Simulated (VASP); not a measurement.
# Sn (Fd-3m) in VASP: notebook

The runs below take Sn through single point, with PBE.

Program: VASP 6.6.1. These are calculated values, not measurements. Logs are shortened: lines on timing, memory, paths and dates and some standing lists are left out, and cuts for length are marked.

**1. The cell of the first run**

It takes space group Fd-3m (No. 227, cubic). The conventional cell has a = 6.656 Å, b = 6.656 Å, c = 6.656 Å, α = 90.00°, β = 90.00°, γ = 90.00°. Sn (site symmetry -43m) has 4 Sn at 2.88 Å within 3.8 Å.

**2. Single point, PBE**

Input file INCAR:

```
SYSTEM = Sn
ALGO     = Normal         ! electronic algorithm
EDIFF    = 1E-7           ! SCF threshold, eV
ENCUT    = 520            ! plane-wave cutoff, eV
GGA      = PE             ! functional
ISIF     = 2              ! what is computed and relaxed
ISMEAR   = -1             ! smearing method
LASPH    = .True.         ! aspherical terms in the spheres
LCHARG   = .True.         ! write CHGCAR
LELF     = .True.         ! ELF
LREAL    = .False.        ! projectors in reciprocal space
LVHAR    = .True.       
LWAVE    = .False.        ! write WAVECAR
NBANDS   = 21             ! bands
NELM     = 100            ! most SCF steps
PREC     = Accurate       ! precision mode
SIGMA    = 0.05           ! smearing width, eV
```

Input file KPOINTS:

```
k-points
0
Gamma
  11 11 11
  0 0 0
```

Input file POSCAR:

```
Sn
1.0
    0.0000000000      3.3280413595      3.3280413595
    3.3280413595      0.0000000000      3.3280413595
    3.3280413595      3.3280413595      0.0000000000
Sn
2
Direct
   -0.1250000000     -0.1250000000     -0.1250000000
    0.1250000000      0.1250000000      0.1250000000
```

Potentials or basis: VASP PAW PBE potentials, release 64 (Sn_d).

On the command line:

```bash
cat potpaw_PBE.64/Sn_d/POTCAR > POTCAR
mpirun -np 1 vasp_std > vasp.out
```

OUTCAR:

```text
SYSTEM = Sn
   EDIFF = 1E-7
   ENCUT = 520
   GGA = PE
   ISIF = 2
   ISMEAR = -1
   LASPH = .True.
   LREAL = .False.
   NELM = 100
   PREC = Accurate

 ion  position               nearest neighbor table
   1  0.875  0.875  0.875-   2 2.88   2 2.88   2 2.88   2 2.88
   2  0.125  0.125  0.125-   1 2.88   1 2.88   1 2.88   1 2.88

  LATTYP: Found a face centered cubic cell.
 ALAT       =     6.6560827190

  Lattice vectors:

 A1 = (   0.0000000000,   3.3280413595,   3.3280413595)
 A2 = (   3.3280413595,   0.0000000000,   3.3280413595)
 A3 = (   3.3280413595,   3.3280413595,   0.0000000000)

Analysis of symmetry for initial positions (statically):
=====================================================================
 Subroutine PRICEL returns:
 Original cell was already a primitive cell.

 Routine SETGRP: Setting up the symmetry group for a
 face centered cubic supercell.

 Subroutine GETGRP returns: Found 48 space group operations
 (whereof 12 operations were pure point group operations)
 out of a pool of 48 trial point group operations.

The static configuration has the point symmetry D_3d.
 The point group associated with its full space group is O_h .

Analysis of symmetry for dynamics (positions and initial velocities):
=====================================================================
 Subroutine PRICEL returns:
 Original cell was already a primitive cell.

 Routine SETGRP: Setting up the symmetry group for a
 face centered cubic supercell.

 Subroutine GETGRP returns: Found 48 space group operations
 (whereof 12 operations were pure point group operations)
 out of a pool of 48 trial point group operations.

The dynamic configuration has the point symmetry D_3d.
 The point group associated with its full space group is O_h .

 Subroutine INISYM returns: Found 48 space group operations
 (whereof 12 operations are pure point group operations),
 and found     1 'primitive' translations

----------------------------------------------------------------------------------------

                                     Primitive cell

  volume of cell :      73.7218

  direct lattice vectors                    reciprocal lattice vectors
     0.000000000  3.328041359  3.328041359    -0.150238517  0.150238517  0.150238517
     3.328041359  0.000000000  3.328041359     0.150238517 -0.150238517  0.150238517
     3.328041359  3.328041359  0.000000000     0.150238517  0.150238517 -0.150238517

  length of vectors
     4.706561227  4.706561227  4.706561227     0.260220746  0.260220746  0.260220746
[... 78 lines left out ...]
   LASPH  =      T    aspherical Exc in radial PAW
   ENCUT  =  520.0 eV  38.22 Ry    6.18 a.u.   8.75  8.75  8.75*2*pi/ulx,y,z
   NELM   =    100;   NELMIN=  2; NELMDL= -5     # of ELM steps
   EDIFF  = 0.1E-06   stopping-criterion for ELM
   LREAL  =      F    real-space projection
   EDIFFG = 0.1E-05   stopping-criterion for IOM
   NSW    =      0    number of steps for IOM
   IBRION =     -1    ionic relax: 0-MD 1-quasi-New 2-CG
   NFREE  =      0    steps in history (QN), initial steepest desc. (CG)
   ISIF   =      2    stress and relaxation
   ISYM   =      2    0-nonsym 1-usesym 2-fastsym
   POTIM  = 0.5000    time-step for ionic-motion
   TEBEG  =    0.0;   TEEND  =   0.0 temperature during run
   PSTRESS=    0.0 pullay stress
   NELECT =      28.0000    total number of electrons
   NUPDOWN=      -1.0000    fix difference up-down
   EMIN   =  10.00;   EMAX   =-10.00  energy-range for DOS
   EFERMI =   0.00;   METHOD = LEGACY
   ISMEAR =    -1;   SIGMA  =   0.05  broadening in eV -4-tet -1-fermi 0-gaus
   EFERMI_NEDOS =   21; number of points for ismear=-14 and -15
   IALGO  =     38    algorithm
   IMIX   =      4    mixing-type and parameters
     AMIX     =   0.40;   BMIX     =  1.00
     AMIX_MAG =   1.60;   BMIX_MAG =  1.00
  volume/ion in A,a.u.               =      36.86       248.75
  Fermi-wavevector in a.u.,A,eV,Ry     =   1.185574  2.240411 19.124166  1.405587
  Thomas-Fermi vector in A             =   2.321765
   LORBIT       =      0    0 simple, 1 ext, 2 COOP (PROOUT), +10 PAW based schemes
   GGA     = PE    functional components
   LHFCALC =     F    Hartree Fock is set to
   AEXX    =    0.0000 exact exchange contribution
   IVDW    =     0    specifies the selected vdW correction
   LEPSILON=     F    determine dielectric tensor
   LRPA    =     F    only Hartree local field effects (RPA)
 non-spin polarized calculation
  energy-cutoff  :      520.00
  volume of cell :       73.72
 maximum number of plane-waves:      2004
   NGX = 17   NGY = 17   NGZ = 17

 number of electron      28.0000008 magnetization

 Free energy of the ion-electron system (eV)
  ---------------------------------------------------
  ext. energy  EPLUGINS =         0.00000000
  ---------------------------------------------------
  free energy    TOTEN  =        -7.69301197 eV

  energy without entropy =       -7.69082916  energy(sigma->0) =       -7.69192057

 E-fermi :   4.8361     XC(G=0):  -8.5481

 val. band max:        4.8353826792   @ k =   0.3636   0.0000   0.0000
 cond. band min:       4.9545777418   @ k =   0.0000   0.0000   0.0000
 fundamental gap:      0.1191950626
 Fermi energy:         4.8361084622

 k-point     1 :       0.0000    0.0000    0.0000
  band No.  band energies     occupation
      1     -16.6834      2.00000
      2     -16.6834      2.00000
      3     -16.6834      2.00000
      4     -16.6336      2.00000
      5     -16.6336      2.00000
      6     -16.3816      2.00000
[... 565 lines left out ...]
     20      12.2547      0.00000
     21      12.4730      0.00000

 [... further k-points ...]

------------------------ aborting loop because EDIFF is reached ----------------------------------------

  FORCE on cell =-STRESS in cart. coord.  units (eV):
  Direction    XX          YY          ZZ          XY          YZ          ZX
  --------------------------------------------------------------------------------------
  -------------------------------------------------------------------------------------
  Total       -0.0207951     -0.0207951     -0.0207951      0.0000000      0.0000000     -0.0000000
  in kB       -0.4519339     -0.4519339     -0.4519339      0.0000000      0.0000000     -0.0000000
  external PRESSURE =      -0.4519339 kB  Pullay stress =       0.0000000 kB

 VOLUME and BASIS-vectors are now :
 -----------------------------------------------------------------------------
  energy-cutoff  :      520.00
  volume of cell :       73.72
      direct lattice vectors                 reciprocal lattice vectors
     0.000000000  3.328041359  3.328041359    -0.150238517  0.150238517  0.150238517
     3.328041359  0.000000000  3.328041359     0.150238517 -0.150238517  0.150238517
     3.328041359  3.328041359  0.000000000     0.150238517  0.150238517 -0.150238517

 POSITION                                       TOTAL-FORCE (eV/Angst)
 -----------------------------------------------------------------------------------
      5.82407      5.82407      5.82407        -0.000000     -0.000000     -0.000000
      0.83201      0.83201      0.83201         0.000000      0.000000      0.000000
 -----------------------------------------------------------------------------------
    total drift:                                0.000000      0.000000      0.000000

  FREE ENERGIE OF THE ION-ELECTRON SYSTEM (eV)
  ---------------------------------------------------
  free  energy   TOTEN  =        -7.6930119744 eV

  energy  without entropy=       -7.6908291612  energy(sigma->0) =       -7.69192057
```

OSZICAR:

```text
N       E                     dE             d eps       ncg     rms          rms(c)
DAV:   1     0.225879707066E+03    0.22588E+03   -0.14685E+04  2382   0.186E+03
DAV:   2     0.172572342240E+02   -0.20862E+03   -0.20421E+03  2377   0.445E+02
DAV:   3    -0.693116693221E+01   -0.24188E+02   -0.24078E+02  2782   0.139E+02
DAV:   4    -0.770942187950E+01   -0.77825E+00   -0.77788E+00  2637   0.282E+01
DAV:   5    -0.773649294640E+01   -0.27071E-01   -0.27071E-01  3485   0.512E+00    0.287E+00
DAV:   6    -0.770543952196E+01    0.31053E-01   -0.24105E-02  3193   0.194E+00    0.169E+00
DAV:   7    -0.769092503808E+01    0.14514E-01   -0.38673E-02  2577   0.209E+00    0.158E-01
DAV:   8    -0.769260096632E+01   -0.16759E-02   -0.57049E-03  2667   0.876E-01    0.453E-02
DAV:   9    -0.769297795147E+01   -0.37699E-03   -0.51015E-04  2683   0.186E-01    0.140E-02
DAV:  10    -0.769300702356E+01   -0.29072E-04   -0.46969E-05  3064   0.431E-02    0.571E-03
DAV:  11    -0.769301217346E+01   -0.51499E-05   -0.76474E-06  2547   0.233E-02    0.123E-03
DAV:  12    -0.769301197549E+01    0.19797E-06   -0.54869E-07  2943   0.100E-02    0.734E-04
DAV:  13    -0.769301197435E+01    0.11369E-08   -0.45935E-08  2026   0.197E-03
   1 F= -.76930120E+01 E0= -.76919206E+01  d E =-.218281E-02
```

Wall time 32 s (1 thread of Intel Xeon 6975P-C (Granite Rapids), shared host); peak memory 0.23 GiB.

Results:

```
Free energy            : -7.6930 eV
Pressure               : 0.0 GPa
Band gap on the k mesh : zero (band 14 reaches 4.95 eV, above the bottom of band 15 at 4.74 eV)
```

Caveat: spin-orbit coupling is left out, which moves the levels of the heavy elements.

(Part 1 of 2 ends here.)
